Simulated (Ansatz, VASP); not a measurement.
**NbIn2Se3: VASP beside Ansatz**

File INCAR:

```
SYSTEM = NbIn2Se3
PREC     = Accurate       ! precision mode
ENCUT    = 500            ! plane-wave cutoff, eV
EDIFF    = 1E-7           ! SCF threshold, eV
ISMEAR   = 0              ! smearing method
SIGMA    = 0.15           ! smearing width, eV
LREAL    = .FALSE.        ! projectors in reciprocal space
LASPH    = .TRUE.         ! aspherical terms in the spheres
NELM     = 120            ! most SCF steps
ALGO     = Normal         ! electronic algorithm
ISIF     = 3              ! what is computed and relaxed
LWAVE    = .FALSE.        ! write WAVECAR
LCHARG   = .FALSE.        ! write CHGCAR
GGA      = PE             ! functional
IBRION   = 2              ! ionic algorithm
NSW      = 36             ! ionic steps
EDIFFG   = -0.08          ! ionic threshold
GGA_COMPAT= .FALSE.      
NELMIN   = 4
```

File KPOINTS:

```
regular mesh
0
G
  3 3 2
  0 0 0
```

Contents of POSCAR:

```
NbIn2Se3
1.0
    4.3043671100      0.0000000000      0.0000000000
    0.0000000000      4.3043671100      0.0000000000
    0.0000000000      0.0000000000      8.5540286700
Nb In Se
1 2 3
Direct
    0.5000000000      0.5000000000      0.0000000000
    0.0000000000      0.5000000000      0.5000000000
    0.5000000000      0.0000000000      0.5000000000
    0.0000000000      0.0000000000      0.6239447700
    0.0000000000      0.0000000000      0.3760552300
    0.0000000000      0.0000000000      0.0000000000
```

Input for Ansatz:

```yaml
crystal:
  lattice:
    - [4.30436711, 0.0, 0.0]
    - [0.0, 4.30436711, 0.0]
    - [0.0, 0.0, 8.55402867]
  atoms:
    - { symbol: Nb, position: [0.5, 0.5, 0.0] }
    - { symbol: In, position: [0.0, 0.5, 0.5] }
    - { symbol: In, position: [0.5, 0.0, 0.5] }
    - { symbol: Se, position: [0.0, 0.0, 0.62394477] }
    - { symbol: Se, position: [0.0, 0.0, 0.37605523] }
    - { symbol: Se, position: [0.0, 0.0, 0.0] }
basis:
  ecutwfc: 420
kpoints:
  mp_grid: { grid: [3, 3, 2] }
hamiltonian:
  xc: pbe
scf:
  occupations: { method: gaussian, width: 0.15 }
  lower_state_search: "off"
output:
  forces: true
  stress: true
  eigenvalues: true
relax:
  adjacent_minimum: "off"
  f_tol: 0.08
  max_steps: 16
  cell: { stress_tol: 0.8 }
```

Alike in both runs: task relaxation of cell and atoms; functional PBE; k mesh 3 × 3 × 2; occupations gaussian, width 0.15 eV; no spin polarisation.

|  | VASP | Ansatz |
| --- | --- | --- |
| version | VASP 6.6.1 | Ansatz 0.2.0 |
| potentials or method | VASP PAW PBE potentials, release 64 (Nb_sv, In_d, Se), cutoff 500 eV | scalar-relativistic, plane waves, PAW |
| valence electrons in the cell | 57 | 87 |

|  | VASP | Ansatz | Ansatz less VASP |
| --- | --- | --- | --- |
| gap on the k mesh at the Fermi level, each at its own relaxed structure (eV) | none | none | - |
| relaxed volume (Å³/atom) | 27.52 | 26.74 | -0.779 |
| relaxed length of the cell vector where the two differ most in proportion (Å) | 10.650 | 10.271 | -0.3795 |

A gap of «none» marks a metal or a gap that the smearing closes. VASP's potentials hold 57 valence electrons a cell and Ansatz's 87, so a difference there can come from the potentials and not from the codes.

The k mesh is coarse, so the values compare programs but aren't converged.
